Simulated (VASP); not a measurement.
Set up this calculation in VASP 6.6.1, as the native input.

```
Task                   : single point
Functional             : PBE
Potentials or basis    : VASP PAW PBE potentials, release 64 (Ti_sv, Be)
Cutoff                 : 400 eV
k mesh                 : 1 × 1 × 1, shifted
Occupations            : fermi-dirac, width 0.05 eV
Spin                   : no spin polarisation
Dipole correction      : no
Mended                 : yes
Further INCAR settings : LREAL = Auto; ALGO = Normal; EDIFF = 1e-06; NBANDS = 95; ISYM = -1
```

The structure of Ti13Be3 lies in POSCAR:

```
Ti13Be3
1.0
    6.1453290000      0.1157260000     -0.0247540000
    0.1157260000      6.2830310000     -0.1349560000
   -0.0247540000     -0.1349560000      6.3427070000
Ti Be
13 3
Direct
    0.3377715837      0.1509233290      0.1045593319
    0.5940792677      0.0080050131      0.8199054698
    0.3416766095      0.2186015969      0.5465001710
    0.5941767201      0.8900121954      0.3022533969
    0.8865574960      0.7476646474      1.0093208900
    0.3386969759      0.7196400220      0.6088474280
    0.5739396215      0.4885956634      0.2990636676
    0.8685424835      0.1999323624      0.0995671048
    0.1196933750      0.5116668518      0.2665559676
    0.5843795316      0.4697557622      0.8454972127
    0.1453172916      0.4323461582      0.8372084494
    0.8622987997      0.2325277624      0.5757990021
    0.8623680117      0.7340225431      0.5799726842
    0.3049073036      0.7501500646     -0.0031283287
    0.1089823037      0.9894266409      0.8013452000
    0.1094653183      0.9157039519      0.3228630058
```

The input as run:

INCAR

```
PREC = Accurate
ENCUT = 400
EDIFF = 1E-6
ISMEAR = -1
SIGMA = 0.05
LREAL = Auto
LASPH = True
NELM = 120
ALGO = Normal
ISIF = 2
LWAVE = False
LCHARG = False
GGA = PE
ISYM = -1
NBANDS = 95
GGA_COMPAT = False
```

KPOINTS

```
explicit points
1
Reciprocal
  0.25000000   0.25000000   0.25000000 1
```

Potentials or basis: VASP PAW PBE potentials, release 64 (Ti_sv, Be).

The run is started by

```console
$ cat potpaw_PBE.64/Ti_sv/POTCAR potpaw_PBE.64/Be/POTCAR > POTCAR
$ mpirun -np 1 vasp_std > vasp.out
```

Results of the run:

```yaml
Pressure: 2.4 GPa
Largest_force: 1.166 eV/Å
```

Caveat: the atoms stand as in a frame of molecular dynamics.

It took 41 s on 1 thread of Intel(R) Xeon(R) 6975P-C (Granite Rapids), with other jobs on the host, peak memory 0.24 GiB.
